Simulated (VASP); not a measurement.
TaSi2, 9 atoms in the cell. It takes space group P6_222 (No. 180, hexagonal). Conventional cell: a = 4.734 Å, b = 4.734 Å, c = 6.543 Å, α = 90.00°, β = 90.00°, γ = 120.00°. Within 3.4 Å of Ta (site symmetry 222) lie 10 Si at 2.59 to 2.79 Å and 4 Ta at 3.22 Å. Within 3.4 Å of Si (site symmetry 2) lie 9 Si at 2.54 to 3.29 Å and 5 Ta at 2.59 to 2.79 Å. 

| Property | Result |
| --- | --- |
| Program | VASP 6.6.1 |
| Task | single point |
| Functional | PBEsol |
| Dispersion | D4 |
| Potentials or basis | VASP PAW PBE potentials, release 64 (Ta_pv, Si) |
| Cutoff | 520 eV |
| k mesh | 7 × 7 × 4 |
| Occupations | fermi-dirac, width 0.05 eV |
| Spin | no spin polarisation |
| Dipole correction | no |
| Further INCAR settings | ALGO = Normal; EDIFF = 1e-06; NBANDS = 38 |

Potentials or basis: VASP PAW PBE potentials, release 64 (Ta_pv, Si).

The run is started by

```bash
$ cat potpaw_PBE.64/Ta_pv/POTCAR potpaw_PBE.64/Si/POTCAR > POTCAR
$ mpirun -np 1 vasp_std > vasp.out
```

Hardware: 1 thread of Intel(R) Xeon(R) Platinum 8375C CPU @ 2.90GHz (Ice Lake), with other jobs on the host.

Task: Estimate the wall time of this run.

Result: It took 100 s on 1 thread of Intel(R) Xeon(R) Platinum 8375C CPU @ 2.90GHz (Ice Lake), on a shared host, peak memory 0.28 GiB. Counts: scf iterations 13, k points 24.
